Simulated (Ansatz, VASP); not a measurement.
# One calculation of Hf3SnS8, two programs

```xyz
12
Lattice="3.6683 -0.0008 0.0211 -1.8350 3.1784 -0.0352 0.1614 -0.2162 28.0219" Properties=species:S:1:pos:R:3 pbc="T T T"
Hf    0.0830   -0.0154    7.0938
Hf    0.1154   -0.0798   14.0666
Hf    0.0618   -0.2242   20.9643
Sn   -0.0183   -0.0069   -0.0915
S    -0.0279    2.1228    1.3809
S     0.0757    2.1161    8.5166
S     0.1036    2.0514   15.4896
S     0.0540    1.9068   22.3873
S     1.9259    1.0335    5.6563
S     1.9551    0.9701   12.6291
S     1.9044    0.8256   19.5270
S     1.9881    0.8212   26.4437
```

Change from the starting cell: cell x1, atoms moved at random (sigma 0.15 Å) and cell strained at random (1.5 %), then relaxed without symmetry.

Alike in both runs: functional PBE; k mesh 6 × 6 × 1; occupations gaussian, width 0.1 eV; no spin polarisation.

Ansatz relaxed the structure, and its values are those at the end. VASP's run is a single point on that final structure, the one shown.

|  | VASP | Ansatz |
| --- | --- | --- |
| version | VASP 6.6.1 | Ansatz 0.2.0 |
| potentials or method | VASP PAW PBE potentials, release 64 (Hf_pv, Sn_d, S), cutoff 520 eV | scalar-relativistic, plane waves, PAW |
| valence electrons in the cell | 92 | 140 |

|  | VASP | Ansatz | Ansatz less VASP |
| --- | --- | --- | --- |
| gap on the k mesh at the Fermi level (eV) | 1.23 | 1.20 | -0.024 |
| least direct gap on the mesh (eV) | 1.80 | 1.80 | +0.002 |
| pressure (GPa) | -0.5 | -0.1 | +0.39 |
| rms of the force components (eV/Å) | 0.034 | 0.009 | -0.0259 |

VASP's potentials hold 92 valence electrons a cell and Ansatz's 140, so a difference there can come from the potentials and not from the codes.

Neither program's run includes spin-orbit coupling.
